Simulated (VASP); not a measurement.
# NaF (Pm-3m) in VASP: a series of runs

NaF is run at these levels: PBEsol, LDA; tasks: single point.

Everything below comes from runs of VASP 6.6.1. Logs are shortened: lines on timing, memory, paths and dates and some standing lists are left out, and cuts for length are marked.

## (1) The cell of the first run

The structure is cubic, space group Pm-3m (No. 221). Conventional cell: a = 2.793 Å, b = 2.793 Å, c = 2.793 Å, α = 90.00°, β = 90.00°, γ = 90.00°. Within 3.2 Å of Na (site symmetry m-3m) lie 8 F at 2.42 Å and 6 Na at 2.79 Å. F (site symmetry m-3m) has 8 Na at 2.42 Å and 6 F at 2.79 Å within 3.2 Å.

## (2) Single point, PBEsol

Input file INCAR:

```
SYSTEM = NaF
PREC = Accurate ; ENCUT = 520
EDIFF = 1E-6 ; ISMEAR = 1
SIGMA = 0.5 ; LREAL = .False.
LASPH = .True. ; NELM = 60
ALGO = Normal ; ISIF = 2
LWAVE = .False. ; LCHARG = .False.
GGA = PS ; NBANDS = 14
```

Input file KPOINTS:

```
regular mesh
0
Gamma
  6 6 6
  0 0 0
```

Input file POSCAR:

```
NaF
1.0
    2.7934852186      0.0000000000      0.0000000000
    0.0000000000      2.7934852186      0.0000000000
    0.0000000000      0.0000000000      2.7934852186
Na F
1 1
Direct
    0.0000000000      0.0000000000      0.0000000000
    0.5000000000      0.5000000000      0.5000000000
```

Potentials or basis: VASP PAW PBE potentials, release 64 (Na_pv, F).

Command:

```console
$ cat potpaw_PBE.64/Na_pv/POTCAR potpaw_PBE.64/F/POTCAR > POTCAR
$ mpirun -np 1 vasp_std > vasp.out
```

OUTCAR:

```text
SYSTEM = NaF
   PREC = Accurate
   ENCUT = 520
   EDIFF = 1E-6
   ISMEAR = 1
   LREAL = .False.
   LASPH = .True.
   NELM = 60
   ISIF = 2
   GGA = PS

 ion  position               nearest neighbor table
   1  0.000  0.000  0.000-
   2  0.500  0.500  0.500-

  LATTYP: Found a simple cubic cell.
 ALAT       =     2.7934852186

  Lattice vectors:

 A1 = (   2.7934852186,   0.0000000000,   0.0000000000)
 A2 = (   0.0000000000,   2.7934852186,   0.0000000000)
 A3 = (   0.0000000000,   0.0000000000,   2.7934852186)

Analysis of symmetry for initial positions (statically):
=====================================================================
 Subroutine PRICEL returns:
 Original cell was already a primitive cell.

 Routine SETGRP: Setting up the symmetry group for a
 simple cubic supercell.

 Subroutine GETGRP returns: Found 48 space group operations
 (whereof 48 operations were pure point group operations)
 out of a pool of 48 trial point group operations.

The static configuration has the point symmetry O_h .

Analysis of symmetry for dynamics (positions and initial velocities):
=====================================================================
 Subroutine PRICEL returns:
 Original cell was already a primitive cell.

 Routine SETGRP: Setting up the symmetry group for a
 simple cubic supercell.

 Subroutine GETGRP returns: Found 48 space group operations
 (whereof 48 operations were pure point group operations)
 out of a pool of 48 trial point group operations.

The dynamic configuration has the point symmetry O_h .

 Subroutine INISYM returns: Found 48 space group operations
 (whereof 48 operations are pure point group operations),
 and found     1 'primitive' translations

----------------------------------------------------------------------------------------

                                     Primitive cell

  volume of cell :      21.7991

  direct lattice vectors                    reciprocal lattice vectors
     2.793485219  0.000000000  0.000000000     0.357975762  0.000000000  0.000000000
     0.000000000  2.793485219  0.000000000     0.000000000  0.357975762  0.000000000
     0.000000000  0.000000000  2.793485219     0.000000000  0.000000000  0.357975762

  length of vectors
     2.793485219  2.793485219  2.793485219     0.357975762  0.357975762  0.357975762

  position of ions in fractional coordinates (direct lattice)
     0.000000000  0.000000000  0.000000000
     0.500000000  0.500000000  0.500000000

  ion indices of the primitive-cell ions
   primitive index   ion index
                 1           1
                 2           2

----------------------------------------------------------------------------------------

 KPOINTS: regular mesh

Automatic generation of k-mesh.
 Grid dimensions read from file:
 generate k-points for:    6    6    6

 Generating k-lattice:

  Cartesian coordinates                     Fractional coordinates (reciprocal lattice)
     0.059662627  0.000000000  0.000000000     0.166666667  0.000000000  0.000000000
     0.000000000  0.059662627  0.000000000     0.000000000  0.166666667  0.000000000
     0.000000000  0.000000000  0.059662627     0.000000000  0.000000000  0.166666667

  Length of vectors
     0.059662627  0.059662627  0.059662627

  Shift w.r.t. Gamma in fractional coordinates (k-lattice)
     0.000000000  0.000000000  0.000000000

 Subroutine IBZKPT returns following result:
 ===========================================

 Found     20 irreducible k-points:

 Following reciprocal coordinates:
            Coordinates               Weight
  0.000000  0.000000  0.000000      1.000000
  0.166667  0.000000  0.000000      6.000000
  0.333333  0.000000  0.000000      6.000000
  0.500000  0.000000  0.000000      3.000000
  0.166667  0.166667  0.000000     12.000000
  0.333333  0.166667  0.000000     24.000000
[... 12 lines left out ...]
  0.500000  0.500000  0.333333      6.000000
  0.500000  0.500000  0.500000      1.000000
   k-points           NKPTS =     20   k-points in BZ     NKDIM =     20   number of bands    NBANDS=     14
   number of dos      NEDOS =    301   number of ions     NIONS =      2
   total plane-waves  NPLWV =  13824
   dimension x,y,z NGX =    24 NGY =   24 NGZ =   24
   dimension x,y,z NGXF=    48 NGYF=   48 NGZF=   48
   ions per type =               1   1
   NGX,Y,Z   is equivalent  to a cutoff of  14.28, 14.28, 14.28 a.u.
   NGXF,Y,Z  is equivalent  to a cutoff of  28.57, 28.57, 28.57 a.u.
 SYSTEM =  NaF
   PREC   = accura    normal or accurate (medium, high low for compatibility)
   ISTART =      0    job   : 0-new  1-cont  2-samecut
   ICHARG =      2    charge: 1-file 2-atom 10-const
   ISPIN  =      1    spin polarized calculation?
   LNONCOLLINEAR =      F non collinear calculations
   LSORBIT =      F    spin-orbit coupling
   LASPH  =      T    aspherical Exc in radial PAW
   ENCUT  =  520.0 eV  38.22 Ry    6.18 a.u.   5.19  5.19  5.19*2*pi/ulx,y,z
   NELM   =     60;   NELMIN=  2; NELMDL= -5     # of ELM steps
   EDIFF  = 0.1E-05   stopping-criterion for ELM
   LREAL  =      F    real-space projection
   EDIFFG = 0.1E-04   stopping-criterion for IOM
   NSW    =      0    number of steps for IOM
   IBRION =     -1    ionic relax: 0-MD 1-quasi-New 2-CG
   NFREE  =      0    steps in history (QN), initial steepest desc. (CG)
   ISIF   =      2    stress and relaxation
   ISYM   =      2    0-nonsym 1-usesym 2-fastsym
   POTIM  = 0.5000    time-step for ionic-motion
   TEBEG  =    0.0;   TEEND  =   0.0 temperature during run
   PSTRESS=    0.0 pullay stress
   NELECT =      14.0000    total number of electrons
   NUPDOWN=      -1.0000    fix difference up-down
   EMIN   =  10.00;   EMAX   =-10.00  energy-range for DOS
   EFERMI =   0.00;   METHOD = LEGACY
   ISMEAR =     1;   SIGMA  =   0.50  broadening in eV -4-tet -1-fermi 0-gaus
   EFERMI_NEDOS =   21; number of points for ismear=-14 and -15
   IALGO  =     38    algorithm
   IMIX   =      4    mixing-type and parameters
     AMIX     =   0.40;   BMIX     =  1.00
     AMIX_MAG =   1.60;   BMIX_MAG =  1.00
  volume/ion in A,a.u.               =      10.90        73.55
  Fermi-wavevector in a.u.,A,eV,Ry     =   1.412444  2.669131 27.143583  1.994997
  Thomas-Fermi vector in A             =   2.534192
   LORBIT       =      0    0 simple, 1 ext, 2 COOP (PROOUT), +10 PAW based schemes
   GGA     = PS    functional components
   LHFCALC =     F    Hartree Fock is set to
   AEXX    =    0.0000 exact exchange contribution
   IVDW    =     0    specifies the selected vdW correction
   LEPSILON=     F    determine dielectric tensor
   LRPA    =     F    only Hartree local field effects (RPA)
 non-spin polarized calculation
 Methfessel and Paxton  Order N= 1 SIGMA  =   0.50
  energy-cutoff  :      520.00
  volume of cell :       21.80
 maximum number of plane-waves:       624
 NGX is ok and might be reduce to    24
   NGX = 11   NGY = 11   NGZ = 11

 number of electron      14.0000006 magnetization

 Free energy of the ion-electron system (eV)
  ---------------------------------------------------
  ext. energy  EPLUGINS =         0.00000000
  ---------------------------------------------------
  free energy    TOTEN  =        -8.46245533 eV

  energy without entropy =       -8.49934787  energy(sigma->0) =       -8.47475284

 E-fermi :  -0.5347     XC(G=0): -10.1218

 val. band max:       -0.7231530701   @ k =   0.5000   0.5000   0.0000
 cond. band min:       5.2605955920   @ k =   0.0000   0.0000   0.0000
 fundamental gap:      5.9837486622
 Fermi energy:        -0.5346773966

 k-point     1 :       0.0000    0.0000    0.0000
  band No.  band energies     occupation
      1     -20.5521      2.00000
      2     -20.5521      2.00000
      3     -20.5521      2.00000
      4     -20.5112      2.00000
      5      -1.0663      2.06100
      6      -1.0663      2.06100
      7      -1.0663      2.06100
      8       5.2606     -0.00000
      9      14.8622      0.00000
     10      14.8622      0.00000
     11      23.1781      0.00000
     12      23.1781      0.00000
     13      23.1781      0.00000
     14      30.5629      0.00000

 k-point     2 :       0.1667    0.0000    0.0000
  band No.  band energies     occupation
      1     -20.9420      2.00000
      2     -20.5442      2.00000
      3     -20.5442      2.00000
      4     -20.1009      2.00000
      5      -1.7818      2.00238
      6      -1.0345      2.05019
      7      -1.0345      2.05019
      8       6.1563     -0.00000
      9      14.4297      0.00000
     10      15.3906      0.00000
     11      23.0846      0.00000
     12      23.0846      0.00000
     13      24.0295      0.00000
     14      28.1994      0.00000

 k-point     3 :       0.3333    0.0000    0.0000
  band No.  band energies     occupation
      1     -21.2484      2.00000
      2     -20.5284      2.00000
      3     -20.5284      2.00000
      4     -19.7472      2.00000
      5      -2.9360      2.00000
      6      -0.9701      2.01205
      7      -0.9701      2.01205
      8       8.1061     -0.00000
      9      12.8838      0.00000
     10      16.9648      0.00000
     11      22.8727      0.00000
     12      22.8727      0.00000
     13      23.4587      0.00000
     14      26.1257      0.00000

 k-point     4 :       0.5000    0.0000    0.0000
  band No.  band energies     occupation
      1     -21.3641      2.00000
      2     -20.5205      2.00000
      3     -20.5205      2.00000
      4     -19.6036      2.00000
      5      -3.4335      2.00000
      6      -0.9374      1.98288
      7      -0.9374      1.98288
      8       9.9891      0.00000
      9      11.0626      0.00000
     10      19.0948      0.00000
     11      20.2693      0.00000
     12      22.7459      0.00000
     13      22.7459      0.00000
     14      25.3734      0.00000

 k-point     5 :       0.1667    0.1667    0.0000
  band No.  band energies     occupation
      1     -20.9995      2.00000
      2     -20.6142      2.00000
      3     -20.5367      2.00000
      4     -19.9563      2.00000
      5      -1.8590      2.00116
      6      -1.5123      2.01843
      7      -0.9977      2.03131
      8       6.9342     -0.00000
      9      14.6705      0.00000
     10      15.1118      0.00000
     11      22.3357      0.00000
[... 208 lines left out ...]
 k-point    18 :       0.5000    0.3333    0.3333
  band No.  band energies     occupation
      1     -20.8152      2.00000
      2     -20.7023      2.00000
      3     -20.6883      2.00000
      4     -19.7857      2.00000
      5      -2.5695      2.00000
      6      -2.1049      2.00008
      7      -2.0674      2.00013
      8      12.3432      0.00000
      9      13.5488      0.00000
     10      14.2358      0.00000
     11      18.3363      0.00000
     12      18.6556      0.00000
     13      19.4108      0.00000
     14      25.3739      0.00000

 k-point    19 :       0.5000    0.5000    0.3333
  band No.  band energies     occupation
      1     -20.7587      2.00000
      2     -20.7587      2.00000
      3     -20.6828      2.00000
      4     -19.7705      2.00000
      5      -2.4714      2.00000
      6      -2.4714      2.00000
      7      -2.0254      2.00021
      8      12.8002      0.00000
      9      13.8032      0.00000
     10      13.8032      0.00000
     11      17.5580      0.00000
     12      19.1755      0.00000
     13      19.1755      0.00000
     14      24.0536      0.00000

 k-point    20 :       0.5000    0.5000    0.5000
  band No.  band energies     occupation
      1     -20.7442      2.00000
      2     -20.7442      2.00000
      3     -20.7442      2.00000
      4     -19.7077      2.00000
      5      -2.4113      2.00000
      6      -2.4113      2.00000
      7      -2.4113      2.00000
      8      13.5353      0.00000
      9      13.5353      0.00000
     10      13.5353      0.00000
     11      18.5740      0.00000
     12      18.5740      0.00000
     13      18.5740      0.00000
     14      22.6781      0.00000

------------------------ aborting loop because EDIFF is reached ----------------------------------------

  FORCE on cell =-STRESS in cart. coord.  units (eV):
  Direction    XX          YY          ZZ          XY          YZ          ZX
  --------------------------------------------------------------------------------------
  -------------------------------------------------------------------------------------
  Total        0.1540035      0.1540035      0.1540035     -0.0000000     -0.0000000      0.0000000
  in kB       11.3188401     11.3188401     11.3188401     -0.0000000     -0.0000000      0.0000000
  external PRESSURE =      11.3188401 kB  Pullay stress =       0.0000000 kB

 VOLUME and BASIS-vectors are now :
 -----------------------------------------------------------------------------
  energy-cutoff  :      520.00
  volume of cell :       21.80
      direct lattice vectors                 reciprocal lattice vectors
     2.793485219  0.000000000  0.000000000     0.357975762  0.000000000  0.000000000
     0.000000000  2.793485219  0.000000000     0.000000000  0.357975762  0.000000000
     0.000000000  0.000000000  2.793485219     0.000000000  0.000000000  0.357975762

 POSITION                                       TOTAL-FORCE (eV/Angst)
 -----------------------------------------------------------------------------------
      0.00000      0.00000      0.00000         0.000000      0.000000      0.000000
      1.39674      1.39674      1.39674         0.000000      0.000000      0.000000
 -----------------------------------------------------------------------------------
    total drift:                                0.000000      0.000000     -0.000000

  FREE ENERGIE OF THE ION-ELECTRON SYSTEM (eV)
  ---------------------------------------------------
  free  energy   TOTEN  =        -8.4624553325 eV

  energy  without entropy=       -8.4993478657  energy(sigma->0) =       -8.47475284
```

Wall time 9.9 s (1 thread of Intel Xeon 8259CL, shared host); peak memory 0.13 GiB.

Results:

```yaml
Free_energy: -8.4625 eV
Pressure: 1.1 GPa
Band_gap_on_the_k_mesh: 5.98 eV, indirect (least direct gap 6.33 eV)
```

Caveat: the PAW data sets were made with another functional, which shifts forces and pressure a little.

## (3) Single point, PBEsol

Input file INCAR:

```
SYSTEM = NaF
ALGO     = Normal         ! electronic algorithm
EDIFF    = 1E-7           ! SCF threshold, eV
ENCUT    = 520            ! plane-wave cutoff, eV
GGA      = PS             ! functional
ISIF     = 2              ! what is computed and relaxed
ISMEAR   = 0              ! smearing method
LASPH    = .TRUE.         ! aspherical terms in the spheres
LCHARG   = .FALSE.        ! write CHGCAR
LREAL    = .FALSE.        ! projectors in reciprocal space
LWAVE    = .FALSE.        ! write WAVECAR
NBANDS   = 14             ! bands
NELM     = 100            ! most SCF steps
PREC     = Accurate       ! precision mode
SIGMA    = 0.001          ! smearing width, eV
```

Input file KPOINTS:

```
k-points
0
G
  6 6 6
  0 0 0
```

POSCAR is that of step 2.

Potentials or basis: VASP PAW PBE potentials, release 64 (Na_pv, F).

Command:

```console
$ cat potpaw_PBE.64/Na_pv/POTCAR potpaw_PBE.64/F/POTCAR > POTCAR
$ mpirun -np 1 vasp_std > vasp.out
```

It took 9.6 s on 1 thread of Intel Xeon 8259CL, shared host; peak memory 0.13 GiB.

Results (log left out):

```
Free energy            : -8.4801 eV
Pressure               : 1.4 GPa
Band gap on the k mesh : 5.98 eV, indirect (least direct gap 6.32 eV)
```

Levels at points of the mesh, in eV from the valence-band top:
```
           k point  band 4  band 5  band 6  band 7  band 8  band 9  band 10  band 11
(0.00, 0.00, 0.00)  -19.79   -0.34   -0.34   -0.34    5.98   15.58    15.58    23.89
(0.50, 0.00, 0.00)  -18.88   -2.71   -0.21   -0.21   10.71   11.78    19.81    20.99
(0.50, 0.50, 0.00)  -19.23   -1.92   -1.92    0.00   11.85   15.14    15.14    15.49
(0.50, 0.50, 0.50)  -18.98   -1.69   -1.69   -1.69   14.25   14.25    14.25    19.29
```

Caveat: the PAW data sets were made with another functional, which shifts forces and pressure a little.

## (4) Single point, LDA

Input file INCAR:

```
PREC = Accurate
ENCUT = 520
EDIFF = 1E-6
ISMEAR = 0
SIGMA = 0.01
LREAL = False
LASPH = True
NELM = 100
ALGO = Normal
ISIF = 2
LWAVE = False
LCHARG = True
GGA = CA
LELF = True
LVHAR = True
NBANDS = 14
```

Input file KPOINTS:

```
regular mesh
0
Gamma
  6 6 6
```

POSCAR is that of step 3.

Potentials or basis: VASP PAW LDA potentials, release 64 (Na_pv, F).

Command:

```console
$ cat potpaw_LDA.64/Na_pv/POTCAR potpaw_LDA.64/F/POTCAR > POTCAR
$ mpirun -np 1 vasp_std > vasp.out
```

Wall time 7.5 s (1 thread of Intel Xeon 8259CL, shared host); peak memory 0.12 GiB.

It converged, with:

| Item | Value |
| --- | --- |
| Free energy | -9.0551 eV |
| Pressure | -3.6 GPa |
| Band gap on the k mesh | 5.78 eV, indirect (least direct gap 6.13 eV) |

Levels at points of the mesh, in eV from the valence-band top:
| k point | band 4 | band 5 | band 6 | band 7 | band 8 | band 9 | band 10 | band 11 |
| --- | --- | --- | --- | --- | --- | --- | --- | --- |
| (0.00, 0.00, 0.00) | -19.50 | -0.35 | -0.35 | -0.35 | 5.78 | 15.29 | 15.29 | 23.56 |
| (0.50, 0.00, 0.00) | -18.65 | -2.77 | -0.22 | -0.22 | 10.49 | 11.53 | 19.44 | 20.80 |
| (0.50, 0.50, 0.00) | -18.92 | -1.95 | -1.95 | 0.00 | 11.55 | 14.86 | 14.86 | 15.26 |
| (0.50, 0.50, 0.50) | -18.66 | -1.71 | -1.71 | -1.71 | 13.95 | 13.95 | 13.95 | 19.01 |

A k mesh can miss the band edges.

## (5) Overview

| level | potentials or basis | smearing | gap on the mesh (eV) | pressure (GPa) |
| --- | --- | --- | --- | --- |
| PBEsol | VASP PAW PBE potentials, release 64 (Na_pv, F) | methfessel-paxton 0.5 eV | 5.98 | 1.1 |
| PBEsol | VASP PAW PBE potentials, release 64 (Na_pv, F) | gaussian 0.001 eV | 5.98 | 1.4 |
| LDA | VASP PAW LDA potentials, release 64 (Na_pv, F) | gaussian 0.01 eV | 5.78 | -3.6 |

Alike in all rows: task single point; no spin polarisation; cell as given; k mesh 6 × 6 × 6; cutoff (eV) 520.

Caveats: the PAW data sets were made with another functional, which shifts forces and pressure a little (some runs).

Total energies depend on the potentials used, so only differences within one code and one set of settings carry meaning.
